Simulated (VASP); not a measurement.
# Ir (Im-3m) in VASP: further runs

The runs below take Ir through single point, with LDA.

All numbers are computed with VASP 6.6.1; they aren't measurements. Logs are shortened: lines on timing, memory, paths and dates and some standing lists are left out, and cuts for length are marked.

## 1. The cell of the first run

The structure is cubic, space group Im-3m (No. 229). Conventional cell: a = 2.933 Å, b = 2.933 Å, c = 2.933 Å, α = 90.00°, β = 90.00°, γ = 90.00°. Ir (site symmetry m-3m) has 14 Ir at 2.54 to 2.93 Å within 3.4 Å.

## 2. Single point, LDA (volume scaled by 0.88)

The input, INCAR:

```
ALGO = Normal ; EDIFF = 1E-6
ENCUT = 520 ; GGA = CA
ISIF = 2 ; ISMEAR = -1
LASPH = T ; LCHARG = F
LREAL = F ; LWAVE = F
NBANDS = 10 ; NELM = 60
PREC = Accurate ; SIGMA = 0.1
```

The input, KPOINTS:

```
k-points
0
Gamma
  16 16 16
```

The input, POSCAR:

```
Ir
1.0
   -1.4665328569      1.4665328569      1.4665328569
    1.4665328569     -1.4665328569      1.4665328569
    1.4665328569      1.4665328569     -1.4665328569
Ir
1
Direct
    0.0000000000      0.0000000000      0.0000000000
```

Potentials or basis: VASP PAW LDA potentials, release 64 (Ir).

The run is started by

```bash
$ cat potpaw_LDA.64/Ir/POTCAR > POTCAR
$ mpirun -np 1 vasp_std > vasp.out
```

OUTCAR:

```text
EDIFF = 1E-6
   ENCUT = 520
   GGA = CA
   ISIF = 2
   ISMEAR = -1
   LASPH = T
   LREAL = F
   NELM = 60
   PREC = Accurate

 ion  position               nearest neighbor table
   1  0.000  0.000  0.000-

  LATTYP: Found a body centered cubic cell.
 ALAT       =     2.9330657138

  Lattice vectors:

 A1 = (  -1.4665328569,   1.4665328569,   1.4665328569)
 A2 = (   1.4665328569,  -1.4665328569,   1.4665328569)
 A3 = (   1.4665328569,   1.4665328569,  -1.4665328569)

Analysis of symmetry for initial positions (statically):
=====================================================================
 Subroutine PRICEL returns:
 Original cell was already a primitive cell.

 Routine SETGRP: Setting up the symmetry group for a
 body centered cubic supercell.

 Subroutine GETGRP returns: Found 48 space group operations
 (whereof 48 operations were pure point group operations)
 out of a pool of 48 trial point group operations.

The static configuration has the point symmetry O_h .

Analysis of symmetry for dynamics (positions and initial velocities):
=====================================================================
 Subroutine PRICEL returns:
 Original cell was already a primitive cell.

 Routine SETGRP: Setting up the symmetry group for a
 body centered cubic supercell.

 Subroutine GETGRP returns: Found 48 space group operations
 (whereof 48 operations were pure point group operations)
 out of a pool of 48 trial point group operations.

The dynamic configuration has the point symmetry O_h .

 Subroutine INISYM returns: Found 48 space group operations
 (whereof 48 operations are pure point group operations),
 and found     1 'primitive' translations

----------------------------------------------------------------------------------------

                                     Primitive cell

  volume of cell :      12.6164

  direct lattice vectors                    reciprocal lattice vectors
    -1.466532857  1.466532857  1.466532857     0.000000000  0.340940196  0.340940196
     1.466532857 -1.466532857  1.466532857     0.340940196  0.000000000  0.340940196
     1.466532857  1.466532857 -1.466532857     0.340940196  0.340940196  0.000000000

  length of vectors
     2.540109419  2.540109419  2.540109419     0.482162249  0.482162249  0.482162249

  position of ions in fractional coordinates (direct lattice)
     0.000000000  0.000000000  0.000000000

  ion indices of the primitive-cell ions
   primitive index   ion index
                 1           1

----------------------------------------------------------------------------------------

 KPOINTS: k-points

Automatic generation of k-mesh.
 Grid dimensions read from file:
 generate k-points for:   16   16   16

 Generating k-lattice:

  Cartesian coordinates                     Fractional coordinates (reciprocal lattice)
     0.000000000  0.021308762  0.021308762     0.062500000  0.000000000  0.000000000
     0.021308762  0.000000000  0.021308762     0.000000000  0.062500000  0.000000000
     0.021308762  0.021308762  0.000000000     0.000000000  0.000000000  0.062500000

  Length of vectors
     0.030135141  0.030135141  0.030135141

  Shift w.r.t. Gamma in fractional coordinates (k-lattice)
     0.000000000  0.000000000  0.000000000

 Subroutine IBZKPT returns following result:
 ===========================================

 Found    145 irreducible k-points:

 Following reciprocal coordinates:
            Coordinates               Weight
  0.000000  0.000000  0.000000      1.000000
  0.062500  0.000000  0.000000     12.000000
  0.125000  0.000000  0.000000     12.000000
  0.187500  0.000000  0.000000     12.000000
  0.250000  0.000000  0.000000     12.000000
  0.312500  0.000000  0.000000     12.000000
[... 16 lines left out ...]
  0.187500  0.187500  0.000000     24.000000
  0.250000  0.187500  0.000000     48.000000
 [... further k-points ...]
   k-points           NKPTS =    145   k-points in BZ     NKDIM =    145   number of bands    NBANDS=     10
   number of dos      NEDOS =    301   number of ions     NIONS =      1
   total plane-waves  NPLWV =   8000
   dimension x,y,z NGX =    20 NGY =   20 NGZ =   20
   dimension x,y,z NGXF=    40 NGYF=   40 NGZF=   40
   ions per type =               1
   NGX,Y,Z   is equivalent  to a cutoff of  13.09, 13.09, 13.09 a.u.
   NGXF,Y,Z  is equivalent  to a cutoff of  26.18, 26.18, 26.18 a.u.
 SYSTEM =  unknown system
   PREC   = accura    normal or accurate (medium, high low for compatibility)
   ISTART =      0    job   : 0-new  1-cont  2-samecut
   ICHARG =      2    charge: 1-file 2-atom 10-const
   ISPIN  =      1    spin polarized calculation?
   LNONCOLLINEAR =      F non collinear calculations
   LSORBIT =      F    spin-orbit coupling
   LASPH  =      T    aspherical Exc in radial PAW
   ENCUT  =  520.0 eV  38.22 Ry    6.18 a.u.   4.72  4.72  4.72*2*pi/ulx,y,z
   NELM   =     60;   NELMIN=  2; NELMDL= -5     # of ELM steps
   EDIFF  = 0.1E-05   stopping-criterion for ELM
   LREAL  =      F    real-space projection
   EDIFFG = 0.1E-04   stopping-criterion for IOM
   NSW    =      0    number of steps for IOM
   IBRION =     -1    ionic relax: 0-MD 1-quasi-New 2-CG
   NFREE  =      0    steps in history (QN), initial steepest desc. (CG)
   ISIF   =      2    stress and relaxation
   ISYM   =      2    0-nonsym 1-usesym 2-fastsym
   POTIM  = 0.5000    time-step for ionic-motion
   TEBEG  =    0.0;   TEEND  =   0.0 temperature during run
   PSTRESS=    0.0 pullay stress
   NELECT =       9.0000    total number of electrons
   NUPDOWN=      -1.0000    fix difference up-down
   EMIN   =  10.00;   EMAX   =-10.00  energy-range for DOS
   EFERMI =   0.00;   METHOD = LEGACY
   ISMEAR =    -1;   SIGMA  =   0.10  broadening in eV -4-tet -1-fermi 0-gaus
   EFERMI_NEDOS =   21; number of points for ismear=-14 and -15
   IALGO  =     38    algorithm
   IMIX   =      4    mixing-type and parameters
     AMIX     =   0.40;   BMIX     =  1.00
     AMIX_MAG =   1.60;   BMIX_MAG =  1.00
  volume/ion in A,a.u.               =      12.62        85.14
  Fermi-wavevector in a.u.,A,eV,Ry     =   1.462774  2.764242 29.112488  2.139708
  Thomas-Fermi vector in A             =   2.578947
   LORBIT       =      0    0 simple, 1 ext, 2 COOP (PROOUT), +10 PAW based schemes
   GGA     = CA    functional components
   LHFCALC =     F    Hartree Fock is set to
   AEXX    =    0.0000 exact exchange contribution
   IVDW    =     0    specifies the selected vdW correction
   LEPSILON=     F    determine dielectric tensor
   LRPA    =     F    only Hartree local field effects (RPA)
 non-spin polarized calculation
  energy-cutoff  :      520.00
  volume of cell :       12.62
 maximum number of plane-waves:       370
   NGX =  9   NGY =  9   NGZ =  9

 number of electron       8.9999999 magnetization

 Free energy of the ion-electron system (eV)
  ---------------------------------------------------
  ext. energy  EPLUGINS =         0.00000000
  ---------------------------------------------------
  free energy    TOTEN  =        -9.34821758 eV

  energy without entropy =       -9.28586728  energy(sigma->0) =       -9.31704243

 E-fermi :  12.1396     XC(G=0): -14.7945

 val. band max:       12.1375725147   @ k =  -0.3125   0.3125   0.0625
 cond. band min:      12.1619928080   @ k =   0.5000   0.5000   0.3750
 fundamental gap:      0.0244202933
 Fermi energy:        12.1396102271

 k-point     1 :       0.0000    0.0000    0.0000
  band No.  band energies     occupation
      1       0.0679      2.00000
      2       7.6829      2.00000
      3       7.6829      2.00000
      4       7.6829      2.00000
      5      11.4124      1.99861
      6      11.4124      1.99861
      7      29.0491      0.00000
      8      29.0491      0.00000
      9      29.0491      0.00000
     10      42.0098      0.00000

 k-point     2 :       0.0625    0.0000    0.0000
  band No.  band energies     occupation
      1       0.2770      2.00000
      2       7.5773      2.00000
      3       7.6746      2.00000
      4       7.8773      2.00000
      5      11.2577      1.99970
      6      11.4183      1.99853
      7      29.1955      0.00000
      8      29.3863      0.00000
      9      29.4310      0.00000
     10      40.2523      0.00000

 k-point     3 :       0.1250    0.0000    0.0000
  band No.  band energies     occupation
      1       0.8731      2.00000
      2       7.2878      2.00000
      3       7.6264      2.00000
      4       8.4511      2.00000
      5      10.9318      1.99999
      6      11.4432      1.99811
      7      29.5015      0.00000
      8      30.2983      0.00000
      9      30.3651      0.00000
     10      38.0554      0.00000

 k-point     4 :       0.1875    0.0000    0.0000
  band No.  band energies     occupation
      1       1.7427      2.00000
      2       6.8817      2.00000
      3       7.5321      2.00000
      4       9.3742      2.00000
      5      10.7131      2.00000
      6      11.5028      1.99658
      7      29.5033      0.00000
      8      30.7044      0.00000
      9      31.8991      0.00000
     10      36.8314      0.00000
[... 222 lines left out ...]
 k-point    22 :       0.4375    0.1250    0.0000
  band No.  band energies     occupation
      1       3.6307      2.00000
      2       5.6044      2.00000
      3       9.7919      2.00000
      4      11.1352      1.99991
      5      12.8134      0.00237
      6      16.7443      0.00000
      7      21.3688      0.00000
      8      25.9194      0.00000
      9      29.6241      0.00000
     10      37.7309      0.00000

 k-point    23 :       0.1875    0.1875    0.0000
  band No.  band energies     occupation
      1       3.9153      2.00000
      2       6.3854      2.00000
      3       6.7679      2.00000
      4      10.4682      2.00000
      5      12.0524      1.41057
      6      13.1394      0.00009
      7      26.9980      0.00000
      8      29.2967      0.00000
      9      32.2319      0.00000
     10      33.5707      0.00000

 k-point    24 :       0.2500    0.1875    0.0000
  band No.  band energies     occupation
      1       4.2829      2.00000
      2       6.1002      2.00000
      3       7.2798      2.00000
      4      10.7140      2.00000
      5      12.1695      0.85143
      6      14.9187      0.00000
      7      24.9417      0.00000
      8      28.0309      0.00000
      9      30.7908      0.00000
     10      34.7516      0.00000

 [... further k-points ...]
[... 5 lines left out ...]
  --------------------------------------------------------------------------------------
  -------------------------------------------------------------------------------------
  Total        5.2978490      5.2978490      5.2978490      0.0000000      0.0000000      0.0000000
  in kB      672.7826391    672.7826391    672.7826391      0.0000000      0.0000000      0.0000000
  external PRESSURE =     672.7826391 kB  Pullay stress =       0.0000000 kB

 VOLUME and BASIS-vectors are now :
 -----------------------------------------------------------------------------
  energy-cutoff  :      520.00
  volume of cell :       12.62
      direct lattice vectors                 reciprocal lattice vectors
    -1.466532857  1.466532857  1.466532857     0.000000000  0.340940196  0.340940196
     1.466532857 -1.466532857  1.466532857     0.340940196  0.000000000  0.340940196
     1.466532857  1.466532857 -1.466532857     0.340940196  0.340940196  0.000000000

 POSITION                                       TOTAL-FORCE (eV/Angst)
 -----------------------------------------------------------------------------------
      0.00000      0.00000      0.00000        -0.000000      0.000000      0.000000
 -----------------------------------------------------------------------------------
    total drift:                                0.000000     -0.000000     -0.000000

  FREE ENERGIE OF THE ION-ELECTRON SYSTEM (eV)
  ---------------------------------------------------
  free  energy   TOTEN  =        -9.3482175775 eV

  energy  without entropy=       -9.2858672778  energy(sigma->0) =       -9.31704243
```

Wall time 25 s (1 thread of AMD EPYC 7R13, shared host); peak memory 0.11 GiB.

What came out:

* Free energy: -9.3482 eV
* Pressure: 67.3 GPa

Levels at points of the mesh, in eV from the Fermi level:
```csv
k point,band 1,band 2,band 3,band 4,band 5,band 6,band 7,band 8,band 9
"(0.00, 0.00, 0.00)",-12.07,-4.46,-4.46,-4.46,-0.73,-0.73,16.91,16.91,16.91
"(0.50, 0.00, 0.00)",-9.05,-6.72,-0.88,-0.23,-0.03,2.90,9.77,13.07,18.51
"(0.50, 0.50, 0.50)",-8.74,-8.74,1.97,1.97,1.97,8.55,8.55,8.55,17.23
```

Caveat: spin-orbit coupling is left out, which moves the levels of the heavy elements.

[end of part 1 of 2]
